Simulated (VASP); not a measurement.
# Al3GaN4 (Pm) in VASP: a series of runs

The runs below take Al3GaN4 through single point, with r2SCAN.

Everything below comes from runs of VASP 6.6.1. Logs are shortened: lines on timing, memory, paths and dates and some standing lists are left out, and cuts for length are marked.

### 1 The cell of the first run

Symmetry: Pm, No. 6, monoclinic system. The conventional cell has a = 5.091 Å, b = 3.155 Å, c = 5.462 Å, α = 90.00°, β = 90.03°, γ = 90.00°. Within 2.5 Å of Al (site symmetry m) lie 4 N at 1.89 to 1.92 Å. Al (site symmetry m) has 4 N at 1.91 to 1.92 Å within 2.5 Å. Al (site symmetry m) has 4 N at 1.91 to 1.92 Å within 2.5 Å. Within 2.6 Å of Ga (site symmetry m) lie 4 N at 1.95 to 1.98 Å. N (site symmetry m) has 3 Al at 1.91 Å and 1 Ga at 1.98 Å within 2.5 Å. Within 2.5 Å of N (site symmetry m) lie 4 Al at 1.92 Å. N (site symmetry m) has 2 Al at 1.89 to 1.91 Å and 2 Ga at 1.95 Å within 2.5 Å. Within 2.5 Å of N (site symmetry m) lie 3 Al at 1.91 to 1.92 Å and 1 Ga at 1.96 Å.

### 2 Single point, r2SCAN (10.97 Å³/atom)

POSCAR

```
Al3GaN4
1.0
    5.0914654767      0.0000000000      0.0000806883
    0.0000000000      3.1547014975      0.0000000000
   -0.0033050556      0.0000000000      5.4622694316
Al Ga N
3 1 4
Direct
    0.5001029401      0.5000000000      0.1672134588
    0.0004937461      0.5000000000      0.8348577272
    0.0008479164      0.0000000000      0.3316937052
    0.4995170076      0.0000000000      0.6662542926
    0.1109315092      0.0000000000      0.6663351675
    0.1227240374      0.5000000000      0.1670943636
    0.6255068916      0.5000000000      0.8406951971
    0.6234749517      0.0000000000      0.3258570881
```

INCAR.step1

```
SYSTEM = Al3GaN4
PREC = Accurate ; ENCUT = 520
ISMEAR = 0 ; SIGMA = 0.02
LREAL = .FALSE. ; LASPH = .TRUE.
NELM = 100 ; NBANDS = 31
GGA = PE ; ALGO = Normal
EDIFF = 1E-4 ; LWAVE = .TRUE.
LCHARG = .FALSE.
```

INCAR.step2

```
SYSTEM = Al3GaN4
PREC = Accurate ; ENCUT = 520
EDIFF = 1E-6 ; ISMEAR = 0
SIGMA = 0.02 ; LREAL = .FALSE.
LASPH = .TRUE. ; NELM = 100
ALGO = Normal ; ISIF = 2
LWAVE = .FALSE. ; LCHARG = .TRUE.
METAGGA = R2SCAN ; LMIXTAU = .TRUE.
LELF = .TRUE. ; LVHAR = .TRUE.
NBANDS = 31 ; ISTART = 1
```

KPOINTS

```
regular mesh
0
G
  6 8 4
  0 0 0
```

Potentials or basis: VASP PAW PBE potentials, release 64 (Al, Ga_d, N).

Launch:

```bash
$ cat potpaw_PBE.64/Al/POTCAR potpaw_PBE.64/Ga_d/POTCAR potpaw_PBE.64/N/POTCAR > POTCAR
$ cp INCAR.step1 INCAR
$ mpirun -np 1 vasp_std > vasp.out
$ cp INCAR.step2 INCAR
$ mpirun -np 1 vasp_std > vasp.out
```

OUTCAR:

```text
SYSTEM = Al3GaN4
   PREC = Accurate
   ENCUT = 520
   EDIFF = 1E-6
   ISMEAR = 0
   LREAL = .FALSE.
   LASPH = .TRUE.
   NELM = 100
   ISIF = 2
   METAGGA = R2SCAN
   ISTART = 1

 ion  position               nearest neighbor table
   1  0.500  0.500  0.167-   7 1.89   8 1.91   8 1.91   6 1.92   3 3.12   3 3.12   2 3.12   2 3.13
                             3 3.13   3 3.13
   2  0.000  0.500  0.835-   7 1.91   5 1.91   5 1.91   6 1.92   1 3.12   1 3.13   4 3.13   4 3.13
                             4 3.14   4 3.14   3 3.14   3 3.14   3 3.17   3 3.17
   3  0.001  0.000  0.332-   5 1.91   6 1.92   6 1.92   8 1.92   1 3.12   1 3.12   4 3.13   1 3.13
                             1 3.13   2 3.14   2 3.14   4 3.14   2 3.17   2 3.17
   4  0.500  0.000  0.666-   7 1.95   7 1.95   8 1.96   5 1.98   3 3.13   2 3.13   2 3.13   2 3.14
                             2 3.14   3 3.14
   5  0.111  0.000  0.666-   2 1.91   2 1.91   3 1.91   4 1.98
   6  0.123  0.500  0.167-   2 1.92   3 1.92   3 1.92   1 1.92
   7  0.626  0.500  0.841-   1 1.89   2 1.91   4 1.95   4 1.95
   8  0.623  0.000  0.326-   1 1.91   1 1.91   3 1.92   4 1.96

  LATTYP: Found a simple monoclinic cell.
 ALAT       =     5.0914654773
 B/A-ratio  =     0.6196057916
 C/A-ratio  =     1.0728287280
 COS(beta)  =    -0.0005892222

  Lattice vectors:

 A1 = (   5.0914654767,   0.0000000000,   0.0000806883)
 A2 = (   0.0000000000,   3.1547014975,   0.0000000000)
 A3 = (  -0.0033050556,   0.0000000000,   5.4622694316)

Analysis of symmetry for initial positions (statically):
=====================================================================
 Subroutine PRICEL returns:
 Original cell was already a primitive cell.

 Routine SETGRP: Setting up the symmetry group for a
 simple monoclinic supercell.

 Subroutine GETGRP returns: Found  2 space group operations
 (whereof  2 operations were pure point group operations)
 out of a pool of  4 trial point group operations.

The static configuration has the point symmetry C_1h.

Analysis of symmetry for dynamics (positions and initial velocities):
=====================================================================
 Subroutine PRICEL returns:
 Original cell was already a primitive cell.

 Routine SETGRP: Setting up the symmetry group for a
 simple monoclinic supercell.

 Subroutine GETGRP returns: Found  2 space group operations
 (whereof  2 operations were pure point group operations)
 out of a pool of  4 trial point group operations.

The dynamic configuration has the point symmetry C_1h.

 Subroutine INISYM returns: Found  2 space group operations
 (whereof  2 operations are pure point group operations),
 and found     1 'primitive' translations

----------------------------------------------------------------------------------------

                                     Primitive cell

  volume of cell :      87.7353

  direct lattice vectors                    reciprocal lattice vectors
     5.091465477  0.000000000  0.000080688     0.196407104  0.000000000  0.000118840
     0.000000000  3.154701498  0.000000000     0.000000000  0.316987202  0.000000000
    -0.003305056  0.000000000  5.462269432    -0.000002901  0.000000000  0.183074087

  length of vectors
     5.091465477  3.154701498  5.462270431     0.196407140  0.316987202  0.183074087

  position of ions in fractional coordinates (direct lattice)
     0.500102940  0.500000000  0.167213459
     0.000493746  0.500000000  0.834857727
     0.000847916  0.000000000  0.331693705
     0.499517008  0.000000000  0.666254293
     0.110931509  0.000000000  0.666335168
     0.122724037  0.500000000  0.167094364
     0.625506892  0.500000000  0.840695197
     0.623474952  0.000000000  0.325857088

  ion indices of the primitive-cell ions
   primitive index   ion index
                 1           1
                 2           2
                 3           3
                 4           4
                 5           5
                 6           6
                 7           7
                 8           8

----------------------------------------------------------------------------------------

 KPOINTS: regular mesh

Automatic generation of k-mesh.
 Grid dimensions read from file:
 generate k-points for:    6    8    4

 Generating k-lattice:

  Cartesian coordinates                     Fractional coordinates (reciprocal lattice)
     0.032734517  0.000000000  0.000019807     0.166666667  0.000000000  0.000000000
     0.000000000  0.039623400  0.000000000     0.000000000  0.125000000  0.000000000
    -0.000000725  0.000000000  0.045768522    -0.000000000  0.000000000  0.250000000

  Length of vectors
     0.032734523  0.039623400  0.045768522

  Shift w.r.t. Gamma in fractional coordinates (k-lattice)
     0.000000000  0.000000000  0.000000000

 Subroutine IBZKPT returns following result:
 ===========================================

 Found     70 irreducible k-points:

 Following reciprocal coordinates:
            Coordinates               Weight
  0.000000  0.000000  0.000000      1.000000
  0.166667  0.000000  0.000000      2.000000
  0.333333  0.000000 -0.000000      2.000000
  0.500000  0.000000  0.000000      1.000000
  0.000000  0.125000  0.000000      2.000000
  0.166667  0.125000  0.000000      4.000000
[... 16 lines left out ...]
  0.333333  0.000000  0.250000      2.000000
  0.500000  0.000000  0.250000      2.000000
 [... further k-points ...]
   k-points           NKPTS =     70   k-points in BZ     NKDIM =     70   number of bands    NBANDS=     31
   number of dos      NEDOS =    301   number of ions     NIONS =      8
   total plane-waves  NPLWV =  40320
   dimension x,y,z NGX =    40 NGY =   24 NGZ =   42
   dimension x,y,z NGXF=    80 NGYF=   48 NGZF=   84
   ions per type =               3   1   4
   NGX,Y,Z   is equivalent  to a cutoff of  13.06, 12.65, 12.78 a.u.
   NGXF,Y,Z  is equivalent  to a cutoff of  26.12, 25.29, 25.57 a.u.
 SYSTEM =  Al3GaN4
   PREC   = accura    normal or accurate (medium, high low for compatibility)
   ISTART =      1    job   : 0-new  1-cont  2-samecut
   ICHARG =      0    charge: 1-file 2-atom 10-const
   ISPIN  =      1    spin polarized calculation?
   LNONCOLLINEAR =      F non collinear calculations
   LSORBIT =      F    spin-orbit coupling
   LASPH  =      T    aspherical Exc in radial PAW
   ENCUT  =  520.0 eV  38.22 Ry    6.18 a.u.   9.47  5.87 10.16*2*pi/ulx,y,z
   NELM   =    100;   NELMIN=  2; NELMDL=  0     # of ELM steps
   EDIFF  = 0.1E-05   stopping-criterion for ELM
   LREAL  =      F    real-space projection
   EDIFFG = 0.1E-04   stopping-criterion for IOM
   NSW    =      0    number of steps for IOM
   IBRION =     -1    ionic relax: 0-MD 1-quasi-New 2-CG
   NFREE  =      0    steps in history (QN), initial steepest desc. (CG)
   ISIF   =      2    stress and relaxation
   ISYM   =      2    0-nonsym 1-usesym 2-fastsym
   POTIM  = 0.5000    time-step for ionic-motion
   TEBEG  =    0.0;   TEEND  =   0.0 temperature during run
   PSTRESS=    0.0 pullay stress
   NELECT =      42.0000    total number of electrons
   NUPDOWN=      -1.0000    fix difference up-down
   EMIN   =  10.00;   EMAX   =-10.00  energy-range for DOS
   EFERMI =   0.00;   METHOD = LEGACY
   ISMEAR =     0;   SIGMA  =   0.02  broadening in eV -4-tet -1-fermi 0-gaus
   EFERMI_NEDOS =   21; number of points for ismear=-14 and -15
   IALGO  =     38    algorithm
   IMIX   =      4    mixing-type and parameters
     AMIX     =   0.40;   BMIX     =  1.00
     AMIX_MAG =   1.60;   BMIX_MAG =  1.00
  volume/ion in A,a.u.               =      10.97        74.01
  Fermi-wavevector in a.u.,A,eV,Ry     =   1.280658  2.420093 22.314713  1.640085
  Thomas-Fermi vector in A             =   2.413073
   LORBIT       =      0    0 simple, 1 ext, 2 COOP (PROOUT), +10 PAW based schemes
   METAGGA = R2SCAN    functional components
   LHFCALC =     F    Hartree Fock is set to
   AEXX    =    0.0000 exact exchange contribution
   IVDW    =     0    specifies the selected vdW correction
   LEPSILON=     F    determine dielectric tensor
   LRPA    =     F    only Hartree local field effects (RPA)
 non-spin polarized calculation
 Gauss-broadening in eV      SIGMA  =   0.02
  energy-cutoff  :      520.00
  volume of cell :       87.74
 maximum number of plane-waves:      2392
 NGX is ok and might be reduce to    40
   NGX = 19   NGY = 11   NGZ = 21

 number of electron      41.9999991 magnetization

 Free energy of the ion-electron system (eV)
  ---------------------------------------------------
  ext. energy  EPLUGINS =         0.00000000
  ---------------------------------------------------
  free energy    TOTEN  =       -79.51533624 eV

  energy without entropy =      -79.51533624  energy(sigma->0) =      -79.51533624

 E-fermi :   5.5054     XC(G=0): -11.6051

 val. band max:        5.3662617048   @ k =   0.0000   0.0000   0.0000
 cond. band min:       9.2831850228   @ k =   0.0000   0.0000   0.0000
 fundamental gap:      3.9169233180
 Fermi energy:         5.5054051820

 k-point     1 :       0.0000    0.0000    0.0000
  band No.  band energies     occupation
      1     -10.5932      2.00000
      2      -9.2132      2.00000
      3      -9.1759      2.00000
      4      -8.3729      2.00000
      5      -7.8354      2.00000
      6      -7.7332      2.00000
[... 23 lines left out ...]
     30      17.0636      0.00000
     31      17.1391      0.00000

 k-point     2 :       0.1667    0.0000    0.0000
  band No.  band energies     occupation
      1     -10.4994      2.00000
      2      -9.2509      2.00000
      3      -9.1724      2.00000
      4      -8.4260      2.00000
      5      -7.8356      2.00000
      6      -7.7354      2.00000
[... 23 lines left out ...]
     30      16.9666      0.00000
     31      17.2571      0.00000

 k-point     3 :       0.3333    0.0000   -0.0000
  band No.  band energies     occupation
      1     -10.2395      2.00000
      2      -9.4481      2.00000
      3      -9.1406      2.00000
      4      -8.5130      2.00000
      5      -7.8359      2.00000
      6      -7.7403      2.00000
[... 703 lines left out ...]
     30      16.8907      0.00000
     31      17.2037      0.00000

 k-point    24 :       0.5000    0.0000    0.2500
  band No.  band energies     occupation
      1      -9.8507      2.00000
      2      -9.5611      2.00000
      3      -9.1965      2.00000
      4      -8.7067      2.00000
      5      -7.8364      2.00000
      6      -7.7381      2.00000
[... 23 lines left out ...]
     30      16.8569      0.00000
     31      17.4106      0.00000

 [... further k-points ...]
[... 5 lines left out ...]
  --------------------------------------------------------------------------------------
  -------------------------------------------------------------------------------------
  Total       -3.1748314     -3.1816161     -3.1526058      0.0000000      0.0000000      0.0085769
  in kB      -57.9771749    -58.1010741    -57.5713025      0.0000000      0.0000000      0.1566274
  external PRESSURE =     -57.8831838 kB  Pullay stress =       0.0000000 kB

 VOLUME and BASIS-vectors are now :
 -----------------------------------------------------------------------------
  energy-cutoff  :      520.00
  volume of cell :       87.74
      direct lattice vectors                 reciprocal lattice vectors
     5.091465477  0.000000000  0.000080688     0.196407104  0.000000000  0.000118840
     0.000000000  3.154701498  0.000000000     0.000000000  0.316987202  0.000000000
    -0.003305056  0.000000000  5.462269432    -0.000002901  0.000000000  0.183074087

 POSITION                                       TOTAL-FORCE (eV/Angst)
 -----------------------------------------------------------------------------------
      2.54570      1.57735      0.91341         0.004955      0.000000     -0.004011
     -0.00025      1.57735      4.56022        -0.009398      0.000000      0.001547
      0.00322      0.00000      1.81180        -0.003278      0.000000      0.000353
      2.54107      0.00000      3.63930         0.011884      0.000000     -0.003803
      0.56260      0.00000      3.63971        -0.070804      0.000000      0.001386
      0.62429      1.57735      0.91272        -0.000945      0.000000     -0.001077
      3.18197      1.57735      4.59215         0.047557      0.000000      0.073591
      3.17332      0.00000      1.77997         0.020030      0.000000     -0.067986
 -----------------------------------------------------------------------------------
    total drift:                                0.054218     -0.000000     -0.005618

  FREE ENERGIE OF THE ION-ELECTRON SYSTEM (eV)
  ---------------------------------------------------
  free  energy   TOTEN  =       -79.5153362397 eV

  energy  without entropy=      -79.5153362397  energy(sigma->0) =      -79.51533624
```

Run time: 16 min. Hardware: 1 thread of Intel Xeon 8259CL, shared host; peak memory 0.32 GiB.

What came out:

```
Free energy            : -79.5153 eV
Pressure               : -5.8 GPa
Largest force          : 0.088 eV/Å
Band gap on the k mesh : 3.92 eV
```

Forces on the atoms (eV/Å):
```
Al   0.005  0.000 -0.004
Al  -0.009  0.000  0.002
Al  -0.003  0.000  0.000
Ga   0.012  0.000 -0.004
N   -0.071  0.000  0.001
N   -0.001  0.000 -0.001
N    0.048  0.000  0.074
N    0.020  0.000 -0.068
```

Levels at points of the mesh, in eV from the valence-band top:
```
           k point  band 18  band 19  band 20  band 21  band 22  band 23  band 24  band 25
(0.00, 0.00, 0.00)    -0.74    -0.09    -0.01     0.00     3.92     6.12     6.50     6.63
(0.50, 0.00, 0.00)    -0.67    -0.67    -0.31    -0.25     5.40     5.82     6.19     6.63
(0.00, 0.50, 0.00)    -1.88    -1.79    -1.52    -1.48     6.31     6.33     8.22     8.25
(0.50, 0.50, 0.00)    -1.20    -1.18    -1.16    -0.87     6.71     7.11     7.14     7.16
(0.00, 0.00, 0.50)    -0.58    -0.56    -0.39    -0.19     5.95     6.33     7.61     8.07
(0.50, 0.00, 0.50)    -1.20    -1.15    -1.14    -0.71     6.41     6.73     6.95     7.07
(0.00, 0.50, 0.50)    -1.86    -1.80    -0.79    -0.63     5.83     6.24     6.43     6.51
(0.50, 0.50, 0.50)    -1.52    -1.44    -1.39    -1.16     5.28     5.72     5.77     5.81
```

Caveat: the cell stands under tension; the PAW data sets were made with another functional, which shifts forces and pressure a little.

### 3 Single point, r2SCAN (11.29 Å³/atom)

This run uses another cell than the first one, of 11.29 Å³/atom.

POSCAR

```
Al3GaN4
1.0
    5.1437972732      0.0000000000      0.0001572509
    0.0000000000      3.1838967678      0.0000000000
   -0.0032576939      0.0000000000      5.5131525356
Al Ga N
3 1 4
Direct
    0.4999967118      0.5000000000      0.1671539785
    0.0003086430      0.5000000000      0.8348019416
    0.0006986794      0.0000000000      0.3317492763
    0.4995365886      0.0000000000      0.6663339546
    0.1111291256      0.0000000000      0.6663579167
    0.1227754799      0.5000000000      0.1670436680
    0.6256158731      0.5000000000      0.8407103007
    0.6235378987      0.0000000000      0.3258499636
```

INCAR.step1

```
SYSTEM = Al3GaN4
  PREC = Accurate
  ENCUT = 520
  ISMEAR = 0
  SIGMA = 0.02
  LREAL = .FALSE.
  LASPH = .TRUE.
  NELM = 80
  NBANDS = 31
  GGA = PE
  ALGO = Normal
  EDIFF = 1E-4
  LWAVE = .TRUE.
  LCHARG = .FALSE.
```

INCAR.step2

```
SYSTEM = Al3GaN4
  PREC = Accurate
  ENCUT = 520
  EDIFF = 1E-7
  ISMEAR = 0
  SIGMA = 0.02
  LREAL = .FALSE.
  LASPH = .TRUE.
  NELM = 80
  ALGO = Normal
  ISIF = 2
  LWAVE = .FALSE.
  LCHARG = .FALSE.
  METAGGA = R2SCAN
  LMIXTAU = .TRUE.
  NBANDS = 31
  ISTART = 1
```

KPOINTS

```
Automatic mesh
0
G
  6 8 4
  0 0 0
```

Potentials or basis: VASP PAW PBE potentials, release 64 (Al, Ga_d, N).

Launch:

```bash
$ cat potpaw_PBE.64/Al/POTCAR potpaw_PBE.64/Ga_d/POTCAR potpaw_PBE.64/N/POTCAR > POTCAR
$ cp INCAR.step1 INCAR
$ mpirun -np 1 vasp_std > vasp.out
$ cp INCAR.step2 INCAR
$ mpirun -np 1 vasp_std > vasp.out
```

It took 18 min on 1 thread of Intel Xeon 8259CL, shared host; peak memory 0.32 GiB.

The run converged. Its results:

```
Free energy            : -79.3838 eV
Pressure               : -10.8 GPa
Largest force          : 0.086 eV/Å
Band gap on the k mesh : 3.68 eV
```

Forces in eV/Å, atoms in the order of the input:
```
Al   0.008  0.000 -0.006
Al  -0.009  0.000  0.000
Al  -0.001  0.000  0.001
Ga  -0.003  0.000  0.000
N   -0.068  0.000  0.001
N    0.002  0.000 -0.002
N    0.049  0.000  0.070
N    0.022  0.000 -0.065
```

Levels at points of the mesh, in eV from the valence-band top:
| k point | band 18 | band 19 | band 20 | band 21 | band 22 | band 23 | band 24 | band 25 |
| --- | --- | --- | --- | --- | --- | --- | --- | --- |
| (0.00, 0.00, 0.00) | -0.71 | -0.08 | -0.01 | 0.00 | 3.68 | 6.00 | 6.37 | 6.47 |
| (0.50, 0.00, 0.00) | -0.63 | -0.63 | -0.31 | -0.25 | 5.25 | 5.71 | 5.99 | 6.40 |
| (0.00, 0.50, 0.00) | -1.82 | -1.75 | -1.48 | -1.45 | 6.26 | 6.28 | 7.94 | 8.10 |
| (0.50, 0.50, 0.00) | -1.18 | -1.16 | -1.14 | -0.85 | 6.56 | 6.98 | 7.02 | 7.04 |
| (0.00, 0.00, 0.50) | -0.56 | -0.54 | -0.39 | -0.19 | 5.73 | 6.13 | 7.43 | 7.90 |
| (0.50, 0.00, 0.50) | -1.16 | -1.11 | -1.10 | -0.70 | 6.24 | 6.59 | 6.80 | 6.91 |
| (0.00, 0.50, 0.50) | -1.81 | -1.75 | -0.77 | -0.62 | 5.72 | 6.16 | 6.34 | 6.41 |
| (0.50, 0.50, 0.50) | -1.48 | -1.41 | -1.35 | -1.14 | 5.16 | 5.62 | 5.67 | 5.70 |

Caveat: the cell stands under tension; the PAW data sets were made with another functional, which shifts forces and pressure a little. A k mesh can miss the band edges.

(Continued in part 2 of 2.)
